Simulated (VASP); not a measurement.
## WS2: single point with r2SCAN

WS2, a slab with vacuum:

```
W S
1.0
     3.18352    0.00000    0.00000
    -1.59176    2.75701    0.00000
     0.00000    0.00000   17.45910
W S
1 2
Cartesian
  0.0000 1.8380 0.0000
  1.5918 0.9190 15.8528
  1.5918 0.9190 1.6062
```

This cell differs from its parent crystal: strain +0.0300 x Voigt [0, 0, 1, 0, 0, 0].

| Property | Result |
| --- | --- |
| Program | VASP 6.6.1 |
| Task | single point |
| Functional | r2SCAN |
| Potentials or basis | VASP PAW PBE potentials, release 64 (W_sv, S) |
| Cutoff | 520 eV |
| k mesh | 12 × 12 × 2 |
| Occupations | gaussian, width 0.05 eV |
| Spin | no spin polarisation |

* Largest force: 0.918 eV/Å
* Band gap on the k mesh: 2.03 eV

Forces in eV/Å, atoms in the order of the input:
```
W    0.000  0.000  0.000
S    0.000  0.000  0.918
S    0.000  0.000 -0.918
```

Levels at points of the mesh, in eV from the valence-band top:
```
           k point  band 9  band 10  band 11  band 12  band 13  band 14  band 15  band 16  band 17  band 18
(0.00, 0.00, 0.00)   -2.79    -2.36    -1.58    -1.58    -0.19     3.03     3.03     3.05     3.05     5.51
(0.50, 0.00, 0.00)   -4.54    -3.42    -2.39    -1.30    -1.01     3.02     3.39     4.26     4.75     5.50
(0.00, 0.00, 0.50)   -2.79    -2.36    -1.58    -1.58    -0.19     3.03     3.03     3.05     3.05     5.58
(0.50, 0.00, 0.50)   -4.54    -3.42    -2.39    -1.30    -1.01     3.02     3.39     4.26     4.75     5.50
```

Run time: 5.2 min on 1 thread of AMD EPYC 9R45 96-Core Processor (Zen 5), with other jobs on the host, peak memory 0.33 GiB.

Caveat: the cell differs from its parent crystal (strain +0.0300 x Voigt [0, 0, 1, 0, 0, 0]); the PAW data sets were made with another functional, which shifts forces and pressure a little; spin-orbit coupling is left out, which moves the levels of the heavy elements.
